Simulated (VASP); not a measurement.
# TaN (Fmm2) in VASP: further runs

TaN is run at these levels: LDA; tasks: single point.

Program: VASP 6.6.1. These are calculated values, not measurements. Logs are shortened: lines on timing, memory, paths and dates and some standing lists are left out, and cuts for length are marked.

### Step 1. The cell of the first run

Symmetry: Fmm2, No. 42, orthorhombic system. Conventional cell: a = 4.291 Å, b = 4.349 Å, c = 4.291 Å, α = 90.00°, β = 90.00°, γ = 90.00°. Within 2.7 Å of Ta (site symmetry mm2) lie 6 N at 2.02 to 2.28 Å. N (site symmetry mm2) has 6 Ta at 2.02 to 2.28 Å within 2.7 Å.

### Step 2. Single point, LDA (atoms displaced along a vibrational mode, the cell strained)

Contents of INCAR:

```
SYSTEM = TaN
PREC     = Accurate       ! precision mode
ENCUT    = 520            ! plane-wave cutoff, eV
EDIFF    = 1E-7           ! SCF threshold, eV
ISMEAR   = 0              ! smearing method
SIGMA    = 0.15           ! smearing width, eV
LREAL    = .FALSE.        ! projectors in reciprocal space
LASPH    = .TRUE.         ! aspherical terms in the spheres
NELM     = 100            ! most SCF steps
ALGO     = Normal         ! electronic algorithm
ISIF     = 2              ! what is computed and relaxed
LWAVE    = .FALSE.        ! write WAVECAR
LCHARG   = .FALSE.        ! write CHGCAR
NBANDS   = 15             ! bands
```

Contents of KPOINTS:

```
Automatic mesh
0
G
  18 18 18
  0 0 0
```

Contents of POSCAR:

```
TaN
1.0
    0.0000000000      2.1453515913      2.1742693740
    2.1453515913      0.0000000000      2.1742693740
    2.1453515913      2.1453515913      0.0000000000
Ta N
1 1
Direct
    0.4978193580      0.5021806420      0.5021806420
    0.0281703825     -0.0281703825     -0.0281703825
```

Potentials or basis: VASP PAW LDA potentials, release 64 (Ta_pv, N).

The run is started by

```bash
$ cat potpaw_LDA.64/Ta_pv/POTCAR potpaw_LDA.64/N/POTCAR > POTCAR
$ mpirun -np 1 vasp_std > vasp.out
```

OUTCAR:

```text
SYSTEM = TaN
   PREC = Accurate
   ENCUT = 520
   EDIFF = 1E-7
   ISMEAR = 0
   LREAL = .FALSE.
   LASPH = .TRUE.
   NELM = 100
   ISIF = 2

 ion  position               nearest neighbor table
   1  0.498  0.502  0.502-   2 2.02   2 2.15   2 2.15   2 2.18   2 2.18   2 2.28
   2  0.028  0.972  0.972-   1 2.02   1 2.15   1 2.15   1 2.18   1 2.18   1 2.28

  LATTYP: Found a body centered tetragonal cell.
 ALAT       =     3.0339853165
 C/A-ratio  =     1.4332761350

  Lattice vectors:

 A1 = (  -2.1453515913,   0.0000000000,   2.1742693740)
 A2 = (   2.1453515913,   0.0000000000,   2.1742693740)
 A3 = (   0.0000000000,   2.1453515913,  -2.1742693740)

Analysis of symmetry for initial positions (statically):
=====================================================================
 Subroutine PRICEL returns:
 Original cell was already a primitive cell.

 Routine SETGRP: Setting up the symmetry group for a
 body centered tetragonal supercell.

 Subroutine GETGRP returns: Found  4 space group operations
 (whereof  4 operations were pure point group operations)
 out of a pool of 16 trial point group operations.

The static configuration has the point symmetry C_2v.

Analysis of symmetry for dynamics (positions and initial velocities):
=====================================================================
 Subroutine PRICEL returns:
 Original cell was already a primitive cell.

 Routine SETGRP: Setting up the symmetry group for a
 body centered tetragonal supercell.

 Subroutine GETGRP returns: Found  4 space group operations
 (whereof  4 operations were pure point group operations)
 out of a pool of 16 trial point group operations.

The dynamic configuration has the point symmetry C_2v.

 Subroutine INISYM returns: Found  4 space group operations
 (whereof  4 operations are pure point group operations),
 and found     1 'primitive' translations

----------------------------------------------------------------------------------------

                                     Primitive cell

  volume of cell :      20.0143

  direct lattice vectors                    reciprocal lattice vectors
     0.000000000  2.145351591  2.174269374    -0.233062031  0.233062031  0.229962306
     2.145351591  0.000000000  2.174269374     0.233062031 -0.233062031  0.229962306
     2.145351591  2.145351591  0.000000000     0.233062031  0.233062031 -0.229962306

  length of vectors
     3.054501721  3.054501721  3.033985316     0.401893622  0.401893622  0.401893622

  position of ions in fractional coordinates (direct lattice)
     0.497819358  0.502180642  0.502180642
     0.028170383  0.971829617  0.971829617

[... 83 lines left out ...]
   ISYM   =      2    0-nonsym 1-usesym 2-fastsym
   POTIM  = 0.5000    time-step for ionic-motion
   TEBEG  =    0.0;   TEEND  =   0.0 temperature during run
   PSTRESS=    0.0 pullay stress
   NELECT =      16.0000    total number of electrons
   NUPDOWN=      -1.0000    fix difference up-down
   EMIN   =  10.00;   EMAX   =-10.00  energy-range for DOS
   EFERMI =   0.00;   METHOD = LEGACY
   ISMEAR =     0;   SIGMA  =   0.15  broadening in eV -4-tet -1-fermi 0-gaus
   EFERMI_NEDOS =   21; number of points for ismear=-14 and -15
   IALGO  =     38    algorithm
   IMIX   =      4    mixing-type and parameters
     AMIX     =   0.40;   BMIX     =  1.00
     AMIX_MAG =   1.60;   BMIX_MAG =  1.00
  volume/ion in A,a.u.               =      10.01        67.53
  Fermi-wavevector in a.u.,A,eV,Ry     =   1.519386  2.871223 31.409501  2.308533
  Thomas-Fermi vector in A             =   2.628379
   LORBIT       =      0    0 simple, 1 ext, 2 COOP (PROOUT), +10 PAW based schemes
   GGA     = CA    functional components
   LHFCALC =     F    Hartree Fock is set to
   AEXX    =    0.0000 exact exchange contribution
   IVDW    =     0    specifies the selected vdW correction
   LEPSILON=     F    determine dielectric tensor
   LRPA    =     F    only Hartree local field effects (RPA)
 non-spin polarized calculation
 Gauss-broadening in eV      SIGMA  =   0.15
  energy-cutoff  :      520.00
  volume of cell :       20.01
 maximum number of plane-waves:       552
   NGX = 11   NGY = 11   NGZ = 11

 number of electron      15.9999999 magnetization

 Free energy of the ion-electron system (eV)
  ---------------------------------------------------
  ext. energy  EPLUGINS =         0.00000000
  ---------------------------------------------------
  free energy    TOTEN  =       -24.02311645 eV

  energy without entropy =      -24.01499217  energy(sigma->0) =      -24.01905431

 E-fermi :  10.0720     XC(G=0): -13.9845

 val. band max:       10.0708818482   @ k =   0.2222   0.1667   0.0000
 cond. band min:      10.0723489078   @ k =   0.0000  -0.0556  -0.3889
 fundamental gap:      0.0014670596
 Fermi energy:        10.0720291141

 k-point     1 :       0.0000    0.0000    0.0000
  band No.  band energies     occupation
      1     -25.3295      2.00000
      2     -25.3065      2.00000
      3     -25.2999      2.00000
      4      -8.9961      2.00000
      5       5.6581      2.00000
      6       5.6615      2.00000
      7       5.7928      2.00000
      8       7.8847      2.00000
      9       8.2770      2.00000
     10       8.3675      2.00000
     11      10.0517      1.15232
     12      10.7479      0.00000
     13      12.3748      0.00000
     14      19.5584      0.00000
[... 401 lines left out ...]
      2     -25.3994      2.00000
      3     -25.3423      2.00000
      4      -7.5190      2.00000
      5       2.0979      2.00000
      6       3.4005      2.00000
      7       3.7195      2.00000
      8       8.9442      2.00000
      9       9.4789      2.00000
     10      10.1621      0.39588
     11      13.0740      0.00000
     12      15.2115      0.00000
     13      15.4895      0.00000
     14      21.6870      0.00000
     15      23.0557      0.00000

 [... further k-points ...]
[... 5 lines left out ...]
  --------------------------------------------------------------------------------------
  -------------------------------------------------------------------------------------
  Total        3.4151521      2.0845889      0.7632955      0.0000000      0.0000000      0.0000000
  in kB      273.3885559    166.8747821     61.1030644      0.0000000      0.0000000      0.0000000
  external PRESSURE =     167.1221341 kB  Pullay stress =       0.0000000 kB

 VOLUME and BASIS-vectors are now :
 -----------------------------------------------------------------------------
  energy-cutoff  :      520.00
  volume of cell :       20.01
      direct lattice vectors                 reciprocal lattice vectors
     0.000000000  2.145351591  2.174269374    -0.233062031  0.233062031  0.229962306
     2.145351591  0.000000000  2.174269374     0.233062031 -0.233062031  0.229962306
     2.145351591  2.145351591  0.000000000     0.233062031  0.233062031 -0.229962306

 POSITION                                       TOTAL-FORCE (eV/Angst)
 -----------------------------------------------------------------------------------
      2.15471      2.14535      2.17427        -1.619239      0.000000      0.000000
      4.16983      2.14535      2.17427         1.619239      0.000000      0.000000
 -----------------------------------------------------------------------------------
    total drift:                               -0.000018     -0.000000     -0.000000

  FREE ENERGIE OF THE ION-ELECTRON SYSTEM (eV)
  ---------------------------------------------------
  free  energy   TOTEN  =       -24.0231164476 eV

  energy  without entropy=      -24.0149921722  energy(sigma->0) =      -24.01905431
```

OSZICAR:

```text
N       E                     dE             d eps       ncg     rms          rms(c)
DAV:   1     0.854409838573E+02    0.85441E+02   -0.86588E+03 26029   0.112E+03
DAV:   2    -0.246449279668E+02   -0.11009E+03   -0.10411E+03 31900   0.298E+02
DAV:   3    -0.270609032667E+02   -0.24160E+01   -0.24038E+01 29282   0.410E+01
DAV:   4    -0.270688253259E+02   -0.79221E-02   -0.79179E-02 33724   0.258E+00
DAV:   5    -0.270688767178E+02   -0.51392E-04   -0.51384E-04 29397   0.178E-01    0.277E+01
DAV:   6    -0.241523976226E+02    0.29165E+01   -0.59509E+00 28973   0.267E+01    0.118E+01
DAV:   7    -0.240629626964E+02    0.89435E-01   -0.41407E-01 30612   0.518E+00    0.782E+00
DAV:   8    -0.240272556602E+02    0.35707E-01   -0.12379E-01 28211   0.283E+00    0.130E+00
DAV:   9    -0.240233070745E+02    0.39486E-02   -0.10923E-02 27455   0.837E-01    0.286E-01
DAV:  10    -0.240231542091E+02    0.15287E-03   -0.60031E-04 30710   0.292E-01    0.931E-02
DAV:  11    -0.240231174003E+02    0.36809E-04   -0.85256E-05 27154   0.954E-02    0.186E-02
DAV:  12    -0.240231164440E+02    0.95639E-06   -0.52428E-06 28834   0.209E-02    0.203E-03
DAV:  13    -0.240231164476E+02   -0.36323E-08   -0.12415E-07 23418   0.327E-03
   1 F= -.24023116E+02 E0= -.24019054E+02  d E =-.812428E-02
```

It took 2.8 min on 1 thread of AMD EPYC 9R14 (Zen 4), shared host; peak memory 0.32 GiB.

What came out:

```yaml
Free_energy: -24.0231 eV
Pressure: 16.7 GPa
Largest_force: 1.619 eV/Å
Band_gap_on_the_k_mesh: zero (bands 8 and 9 overlap by 3.89 eV)
```

Forces on the atoms (eV/Å):
```
Ta  -1.619  0.000  0.000
N    1.619  0.000  0.000
```

Caveat: the cell differs from its parent crystal (atoms displaced along a vibrational mode, the cell strained); the cell stands under pressure; spin-orbit coupling is left out, which moves the levels of the heavy elements; forces of over 1 eV/Å act on the atoms, so gaps and moduli don't describe the material at rest.

### Step 3. Single point, LDA (atoms displaced along a vibrational mode, the cell strained)

Contents of INCAR:

```
PREC = Accurate
ENCUT = 520
EDIFF = 1E-6
ISMEAR = 0
SIGMA = 0.15
LREAL = False
LASPH = True
NELM = 60
ALGO = Normal
ISIF = 2
LWAVE = False
LCHARG = False
NBANDS = 15
```

Contents of KPOINTS:

```
regular mesh
0
Gamma
  18 18 18
```

Contents of POSCAR:

```
TaN
1.0
    0.0000000000      2.1453515913      2.1742693740
    2.1453515913      0.0000000000      2.1742693740
    2.1453515913      2.1453515913      0.0000000000
Ta N
1 1
Direct
    0.4967281469      0.5032718531      0.5032718531
    0.0422670719     -0.0422670719     -0.0422670719
```

Potentials or basis: VASP PAW LDA potentials, release 64 (Ta_pv, N).

The run is started by

```bash
$ cat potpaw_LDA.64/Ta_pv/POTCAR potpaw_LDA.64/N/POTCAR > POTCAR
$ mpirun -np 1 vasp_std > vasp.out
```

It took 2.5 min on 1 thread of AMD EPYC 9R14 (Zen 4), shared host; peak memory 0.32 GiB.

It converged, with:

```
Free energy            : -23.8822 eV
Pressure               : 21.4 GPa
Largest force          : 2.758 eV/Å
Band gap on the k mesh : zero (bands 8 and 9 overlap by 3.53 eV)
```

Forces in eV/Å, atoms in the order of the input:
```
Ta  -2.758  0.000  0.000
N    2.758  0.000  0.000
```

Stress tensor (GPa, compression positive):
```
41.53  0.00  0.00
 0.00 16.34  0.00
 0.00  0.00  6.31
```

Levels at points of the mesh, in eV from the Fermi level:
| k point | band 4 | band 5 | band 6 | band 7 | band 8 | band 9 | band 10 | band 11 | band 12 | band 13 |
| --- | --- | --- | --- | --- | --- | --- | --- | --- | --- | --- |
| (0.00, 0.00, 0.00) | -19.00 | -4.79 | -4.75 | -4.61 | -2.09 | -1.23 | -1.18 | 0.08 | 1.30 | 2.33 |
| (0.50, 0.00, 0.00) | -15.60 | -10.68 | -7.91 | -7.82 | 1.90 | 2.20 | 2.32 | 4.10 | 7.41 | 8.78 |
| (0.50, 0.50, 0.00) | -17.70 | -6.92 | -6.68 | -4.74 | -3.28 | 2.72 | 3.98 | 4.02 | 5.07 | 7.53 |
| (0.50, 0.00, 0.50) | -17.69 | -6.94 | -6.53 | -4.75 | -3.39 | 2.69 | 3.92 | 4.08 | 5.09 | 7.65 |
| (0.00, 0.50, 0.50) | -17.67 | -6.35 | -5.80 | -4.70 | -4.63 | 2.44 | 3.87 | 4.07 | 4.51 | 6.75 |

Caveat: the cell differs from its parent crystal (atoms displaced along a vibrational mode, the cell strained); the cell stands under pressure; spin-orbit coupling is left out, which moves the levels of the heavy elements; forces of over 1 eV/Å act on the atoms, so gaps and moduli don't describe the material at rest.
